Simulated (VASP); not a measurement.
# Ru (Im-3m) in VASP: further runs

The runs below take Ru through relaxation of cell and atoms, with PBE.

All numbers are computed with VASP 6.6.1; they aren't measurements. Logs are shortened: lines on timing, memory, paths and dates and some standing lists are left out, and cuts for length are marked.

## 1. The cell of the first run

It takes space group Im-3m (No. 229, cubic). The conventional cell has a = 2.937 Å, b = 2.937 Å, c = 2.937 Å, α = 90.00°, β = 90.00°, γ = 90.00°. Within 3.4 Å of Ru (site symmetry m-3m) lie 14 Ru at 2.54 to 2.94 Å.

## 2. Relaxation of cell and atoms, PBE, target pressure 44 GPa, at which the enthalpy is minimised

The input, INCAR:

```
ALGO = Normal
EDIFF = 1E-7
EDIFFG = -0.005
ENCUT = 500
GGA = PE
GGA_COMPAT = False
IBRION = 2
ISIF = 3
ISMEAR = -1
LASPH = True
LCHARG = False
LREAL = False
LWAVE = False
NELM = 120
NELMIN = 4
NSW = 60
PREC = Accurate
PSTRESS = 440.0
SIGMA = 0.1
```

The input, KPOINTS:

```
k-points
0
Gamma
  19 19 19
```

The input, POSCAR:

```
Ru
1.0
   -1.4682757987      1.4682757987      1.4682757987
    1.4682757987     -1.4682757987      1.4682757987
    1.4682757987      1.4682757987     -1.4682757987
Ru
1
Direct
    0.0000000000      0.0000000000      0.0000000000
```

Potentials or basis: VASP PAW PBE potentials, release 64 (Ru_pv).

Command:

```bash
> cat potpaw_PBE.64/Ru_pv/POTCAR > POTCAR
> mpirun -np 1 vasp_std > vasp.out
```

OUTCAR:

```text
EDIFF = 1E-7
   EDIFFG = -0.005
   ENCUT = 500
   GGA = PE
   IBRION = 2
   ISIF = 3
   ISMEAR = -1
   LASPH = True
   LREAL = False
   NELM = 120
   NELMIN = 4
   NSW = 60
   PREC = Accurate
   PSTRESS = 440.0

 ion  position               nearest neighbor table
   1  0.000  0.000  0.000-

  LATTYP: Found a body centered cubic cell.
 ALAT       =     2.9365515974

  Lattice vectors:

 A1 = (  -1.4682757987,   1.4682757987,   1.4682757987)
 A2 = (   1.4682757987,  -1.4682757987,   1.4682757987)
 A3 = (   1.4682757987,   1.4682757987,  -1.4682757987)

Analysis of symmetry for initial positions (statically):
=====================================================================
 Subroutine PRICEL returns:
 Original cell was already a primitive cell.

 Routine SETGRP: Setting up the symmetry group for a
 body centered cubic supercell.

 Subroutine GETGRP returns: Found 48 space group operations
 (whereof 48 operations were pure point group operations)
 out of a pool of 48 trial point group operations.

The static configuration has the point symmetry O_h .

Analysis of symmetry for dynamics (positions and initial velocities):
=====================================================================
 Subroutine PRICEL returns:
 Original cell was already a primitive cell.

 Routine SETGRP: Setting up the symmetry group for a
 body centered cubic supercell.

 Subroutine GETGRP returns: Found 48 space group operations
 (whereof 48 operations were pure point group operations)
 out of a pool of 48 trial point group operations.

The dynamic configuration has the point symmetry O_h .

 Subroutine INISYM returns: Found 48 space group operations
 (whereof 48 operations are pure point group operations),
 and found     1 'primitive' translations

----------------------------------------------------------------------------------------

                                     Primitive cell

  volume of cell :      12.6614

  direct lattice vectors                    reciprocal lattice vectors
    -1.468275799  1.468275799  1.468275799     0.000000000  0.340535477  0.340535477
     1.468275799 -1.468275799  1.468275799     0.340535477  0.000000000  0.340535477
     1.468275799  1.468275799 -1.468275799     0.340535477  0.340535477  0.000000000

  length of vectors
     2.543128283  2.543128283  2.543128283     0.481589891  0.481589891  0.481589891

  position of ions in fractional coordinates (direct lattice)
     0.000000000  0.000000000  0.000000000

  ion indices of the primitive-cell ions
   primitive index   ion index
                 1           1

----------------------------------------------------------------------------------------

 KPOINTS: k-points

Automatic generation of k-mesh.
 Grid dimensions read from file:
 generate k-points for:   19   19   19

 Generating k-lattice:

  Cartesian coordinates                     Fractional coordinates (reciprocal lattice)
     0.000000000  0.017922920  0.017922920     0.052631579  0.000000000  0.000000000
     0.017922920  0.000000000  0.017922920     0.000000000  0.052631579  0.000000000
     0.017922920  0.017922920  0.000000000     0.000000000  0.000000000  0.052631579

  Length of vectors
     0.025346836  0.025346836  0.025346836

  Shift w.r.t. Gamma in fractional coordinates (k-lattice)
     0.000000000  0.000000000  0.000000000

 Subroutine IBZKPT returns following result:
 ===========================================

 Found    220 irreducible k-points:

 Following reciprocal coordinates:
            Coordinates               Weight
  0.000000  0.000000  0.000000      1.000000
  0.052632  0.000000  0.000000     12.000000
  0.105263  0.000000  0.000000     12.000000
  0.157895  0.000000  0.000000     12.000000
  0.210526  0.000000  0.000000     12.000000
  0.263158  0.000000  0.000000     12.000000
[... 16 lines left out ...]
  0.263158  0.105263  0.000000     48.000000
  0.315789  0.105263 -0.000000     48.000000
 [... further k-points ...]
   k-points           NKPTS =    220   k-points in BZ     NKDIM =    220   number of bands    NBANDS=     11
   number of dos      NEDOS =    301   number of ions     NIONS =      1
   total plane-waves  NPLWV =   8000
   dimension x,y,z NGX =    20 NGY =   20 NGZ =   20
   dimension x,y,z NGXF=    40 NGYF=   40 NGZF=   40
   ions per type =               1
   NGX,Y,Z   is equivalent  to a cutoff of  13.07, 13.07, 13.07 a.u.
   NGXF,Y,Z  is equivalent  to a cutoff of  26.15, 26.15, 26.15 a.u.
 SYSTEM =  unknown system
   PREC   = accura    normal or accurate (medium, high low for compatibility)
   ISTART =      0    job   : 0-new  1-cont  2-samecut
   ICHARG =      2    charge: 1-file 2-atom 10-const
   ISPIN  =      1    spin polarized calculation?
   LNONCOLLINEAR =      F non collinear calculations
   LSORBIT =      F    spin-orbit coupling
   LASPH  =      T    aspherical Exc in radial PAW
   ENCUT  =  500.0 eV  36.75 Ry    6.06 a.u.   4.64  4.64  4.64*2*pi/ulx,y,z
   NELM   =    120;   NELMIN=  4; NELMDL= -5     # of ELM steps
   EDIFF  = 0.1E-06   stopping-criterion for ELM
   LREAL  =      F    real-space projection
   EDIFFG = -.5E-02   stopping-criterion for IOM
   NSW    =     60    number of steps for IOM
   IBRION =      2    ionic relax: 0-MD 1-quasi-New 2-CG
   NFREE  =      1    steps in history (QN), initial steepest desc. (CG)
   ISIF   =      3    stress and relaxation
   ISYM   =      2    0-nonsym 1-usesym 2-fastsym
   POTIM  = 0.5000    time-step for ionic-motion
   TEBEG  =    0.0;   TEEND  =   0.0 temperature during run
   PSTRESS=  440.0 pullay stress
   NELECT =      14.0000    total number of electrons
   NUPDOWN=      -1.0000    fix difference up-down
   EMIN   =  10.00;   EMAX   =-10.00  energy-range for DOS
   EFERMI =   0.00;   METHOD = LEGACY
   ISMEAR =    -1;   SIGMA  =   0.10  broadening in eV -4-tet -1-fermi 0-gaus
   EFERMI_NEDOS =   21; number of points for ismear=-14 and -15
   IALGO  =     38    algorithm
   IMIX   =      4    mixing-type and parameters
     AMIX     =   0.40;   BMIX     =  1.00
     AMIX_MAG =   1.60;   BMIX_MAG =  1.00
  volume/ion in A,a.u.               =      12.66        85.44
  Fermi-wavevector in a.u.,A,eV,Ry     =   1.692868  3.199057 38.991624  2.865804
  Thomas-Fermi vector in A             =   2.774377
   LORBIT       =      0    0 simple, 1 ext, 2 COOP (PROOUT), +10 PAW based schemes
   GGA     = PE    functional components
   LHFCALC =     F    Hartree Fock is set to
   AEXX    =    0.0000 exact exchange contribution
   IVDW    =     0    specifies the selected vdW correction
   LEPSILON=     F    determine dielectric tensor
   LRPA    =     F    only Hartree local field effects (RPA)
 conjugate gradient relaxation of ions
 non-spin polarized calculation
  energy-cutoff  :      500.00
  volume of cell :       12.66
 maximum number of plane-waves:       335
   NGX =  9   NGY =  9   NGZ =  9

--------------------------------------- Ionic step        1  -------------------------------------------

 number of electron      14.0000006 magnetization

 Free energy of the ion-electron system (eV)
  ---------------------------------------------------
  ext. energy  EPLUGINS =         0.00000000
  ---------------------------------------------------
  free energy    TOTEN  =        -8.44545005 eV

  energy without entropy =       -8.39007833  energy(sigma->0) =       -8.41776419

------------------------ aborting loop because EDIFF is reached ----------------------------------------

  FORCE on cell =-STRESS in cart. coord.  units (eV):
  Direction    XX          YY          ZZ          XY          YZ          ZX
  --------------------------------------------------------------------------------------
  -------------------------------------------------------------------------------------
  Total        3.4678099      3.4678099      3.4678099      0.0000000      0.0000000     -0.0000000
  in kB      438.8165047    438.8165047    438.8165047      0.0000000      0.0000000     -0.0000000
  external PRESSURE =      -1.1834953 kB  Pullay stress =     440.0000000 kB

 VOLUME and BASIS-vectors are now :
 -----------------------------------------------------------------------------
  energy-cutoff  :      500.00
  volume of cell :       12.66
      direct lattice vectors                 reciprocal lattice vectors
    -1.468275799  1.468275799  1.468275799     0.000000000  0.340535477  0.340535477
     1.468275799 -1.468275799  1.468275799     0.340535477  0.000000000  0.340535477
     1.468275799  1.468275799 -1.468275799     0.340535477  0.340535477  0.000000000
[... 44 lines left out ...]
  FREE ENERGIE OF THE ION-ELECTRON SYSTEM (eV)
  ---------------------------------------------------
  free  energy   TOTEN  =        -8.4407249031 eV

  energy  without entropy=       -8.3854736191  energy(sigma->0) =       -8.41309926

  enthalpy is  TOTEN    =        -4.9682668212 eV   P V=        3.4724580819

--------------------------------------- Ionic step        3  -------------------------------------------

 number of electron      14.0000006 magnetization

 Free energy of the ion-electron system (eV)
  ---------------------------------------------------
  ext. energy  EPLUGINS =         0.00000000
  ---------------------------------------------------
  free energy    TOTEN  =        -8.44450463 eV

  energy without entropy =       -8.38915735  energy(sigma->0) =       -8.41683099

 E-fermi :  14.3553     XC(G=0): -14.5472

 val. band max:       14.3496001966   @ k =   0.1579   0.0526  -0.0000
 cond. band min:      14.3603861138   @ k =   0.4211   0.0526  -0.0000
 fundamental gap:      0.0107859172
 Fermi energy:        14.3553018452

 k-point     1 :       0.0000    0.0000    0.0000
  band No.  band energies     occupation
      1     -28.2546      2.00000
      2     -28.2546      2.00000
      3     -28.2546      2.00000
      4       5.7581      2.00000
      5      11.1101      2.00000
      6      11.1101      2.00000
      7      11.1101      2.00000
      8      14.2149      1.60548
      9      14.2149      1.60548
     10      24.7629      0.00000
     11      31.5392      0.00000

 k-point     2 :       0.0526    0.0000    0.0000
  band No.  band energies     occupation
      1     -28.2939      2.00000
      2     -28.2669      2.00000
      3     -28.2548      2.00000
      4       5.8938      2.00000
      5      11.0435      2.00000
      6      11.1055      2.00000
      7      11.2304      2.00000
      8      14.1220      1.82313
      9      14.2183      1.59466
     10      24.7630      0.00000
     11      31.6252      0.00000
[... 295 lines left out ...]
 k-point    24 :       0.3158    0.1053   -0.0000
  band No.  band energies     occupation
      1     -29.3875      2.00000
      2     -28.6567      2.00000
      3     -28.3149      2.00000
      4       7.9939      2.00000
      5       9.4600      2.00000
      6      12.3382      2.00000
      7      13.9405      1.96890
      8      14.9225      0.00686
      9      16.9247      0.00000
     10      24.7622      0.00000
     11      28.2653      0.00000

 [... further k-points ...]

------------------------ aborting loop because EDIFF is reached ----------------------------------------

  FORCE on cell =-STRESS in cart. coord.  units (eV):
  Direction    XX          YY          ZZ          XY          YZ          ZX
  --------------------------------------------------------------------------------------
  -------------------------------------------------------------------------------------
  Total        3.4774886      3.4774886      3.4774886     -0.0000000      0.0000000      0.0000000
  in kB      440.1610757    440.1610757    440.1610757     -0.0000000      0.0000000      0.0000000
  external PRESSURE =       0.1610757 kB  Pullay stress =     440.0000000 kB

 VOLUME and BASIS-vectors are now :
 -----------------------------------------------------------------------------
  energy-cutoff  :      500.00
  volume of cell :       12.66
      direct lattice vectors                 reciprocal lattice vectors
    -1.468142548  1.468142548  1.468142548     0.000000000  0.340566385  0.340566385
     1.468142548 -1.468142548  1.468142548     0.340566385  0.000000000  0.340566385
     1.468142548  1.468142548 -1.468142548     0.340566385  0.340566385  0.000000000

 POSITION                                       TOTAL-FORCE (eV/Angst)
 -----------------------------------------------------------------------------------
      0.00000      0.00000      0.00000        -0.000000      0.000000     -0.000000
 -----------------------------------------------------------------------------------
    total drift:                                0.000000     -0.000000      0.000000

  FREE ENERGIE OF THE ION-ELECTRON SYSTEM (eV)
  ---------------------------------------------------
  free  energy   TOTEN  =        -8.4445046321 eV

  energy  without entropy=       -8.3891573476  energy(sigma->0) =       -8.41683099

  enthalpy is  TOTEN    =        -4.9682885778 eV   P V=        3.4762160543

 reached required accuracy - stopping structural energy minimisation
```

Run time: 74 s. Hardware: 1 thread of Intel Xeon 8259CL, shared host; peak memory 0.15 GiB.

What came out:

```yaml
Free_energy: -8.4445 eV
Relaxed_volume: 12.66 Å³/atom
Relaxed_cell: a = 2.543 Å, b = 2.543 Å, c = 2.543 Å, α = 109.47°, β = 109.47°, γ = 109.47°
Space_group_after_relaxing_to_0.05_Å: Im-3m (No. 229)
Energy_change_on_relaxing_the_enthalpy_is_what_falls: +0.9 meV/atom
Ionic_steps: 3
Pressure_after_relaxing: 44.0 GPa
Band_gap_on_the_k_mesh: zero (band 7 reaches 16.34 eV, above the bottom of band 8 at 12.09 eV)
```

The path:
| step | energy change (eV) | largest force (eV/Å) | pressure (GPa) | volume (Å³) |
| --- | --- | --- | --- | --- |
| 1 | 0.0000 | 0.0000 | 43.88 | 12.66 |
| 2 | 0.0047 | 0.0000 | 44.53 | 12.64 |
| 3 | 0.0009 | 0.0000 | 44.02 | 12.66 |

Final structure:
```
Ru
1.0
    -1.46814    1.46814    1.46814
     1.46814   -1.46814    1.46814
     1.46814    1.46814   -1.46814
Ru
1
Direct
  0.00000 0.00000 0.00000
```

Levels at points of the mesh, in eV from the Fermi level:
| k point | band 4 | band 5 | band 6 | band 7 | band 8 | band 9 | band 10 | band 11 |
| --- | --- | --- | --- | --- | --- | --- | --- | --- |
| (0.00, 0.00, 0.00) | -8.60 | -3.25 | -3.25 | -3.25 | -0.14 | -0.14 | 10.41 | 17.18 |

Caveat: the cell is relaxed towards a set pressure, so the enthalpy falls and the energy may rise.

[end of part 1 of 2]
